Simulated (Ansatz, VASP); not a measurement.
## One calculation of BaTiO3, two programs

File INCAR:

```
PREC     = Accurate       # precision mode
ENCUT    = 520            # plane-wave cutoff, eV
EDIFF    = 1E-6           # SCF threshold, eV
ISMEAR   = 0              # smearing method
SIGMA    = 0.01           # smearing width, eV
LREAL    = F              # projectors in reciprocal space
LASPH    = T              # aspherical terms in the spheres
NELM     = 80             # most SCF steps
ALGO     = Normal         # electronic algorithm
ISIF     = 2              # what is computed and relaxed
LWAVE    = F              # write WAVECAR
LCHARG   = F              # write CHGCAR
GGA      = PS             # functional
NBANDS   = 28             # bands
```

Contents of KPOINTS:

```
Automatic mesh
0
Gamma
  6 6 6
```

File POSCAR:

```
BaTiO3
1.0
    3.9316352889      0.0000000000      0.0000000000
    0.0000000000      2.7985588135      2.8066973133
    0.0000000000     -2.7985588135      2.8066973133
Ba Ti O
1 1 3
Direct
    0.0000000000      0.0000000000      0.0000000000
    0.5000000000      0.5124000000      0.5124000000
    0.0000000000      0.4874000000      0.4874000000
    0.5000000000      0.5052400000      0.9918400000
    0.5000000000      0.9918400000      0.5052400000
```

Input for Ansatz:

```yaml
crystal:
  lattice:
    - [3.931635288897635, 0.0, 0.0]
    - [0.0, 2.798558813467244, 2.8066973133125344]
    - [0.0, -2.798558813467244, 2.8066973133125344]
  atoms:
    - { symbol: Ba, position: [0.0, 0.0, 0.0] }
    - { symbol: Ti, position: [0.5, 0.5124, 0.5124] }
    - { symbol: O, position: [0.0, 0.4874, 0.4874] }
    - { symbol: O, position: [0.5, 0.50524, 0.99184] }
    - { symbol: O, position: [0.5, 0.99184, 0.50524] }
basis:
  ecutwfc: 510.0
kpoints:
  mp_grid:
    grid: [6, 6, 6]
hamiltonian:
  xc: pbesol
scf:
  convergence:
    dr2_threshold: 1.0e-10
  occupations:
    method: fixed
output:
  stress: true
```

Alike in both runs: task single point; functional PBEsol; k mesh 6 × 6 × 6; no spin polarisation.

|  | VASP | Ansatz |
| --- | --- | --- |
| version | VASP 6.6.1 | Ansatz 0.2.0 |
| potentials or method | VASP PAW PBE potentials, release 64 (Ba_sv, Ti_sv, O), cutoff 520 eV | plane waves, PAW |
| occupations | gaussian, width 0.01 eV | fixed |
| valence electrons in the cell | 40 | 40 |

```tsv
	VASP	Ansatz	Ansatz less VASP
pressure (GPa)	5.4	3.3	-2.11
traceless stress, the component that is largest in VASP (GPa)	-0.41	-0.42	-0.006
```

VASP's potentials were made for PBE, not for PBEsol.

Spin-orbit coupling is off throughout.
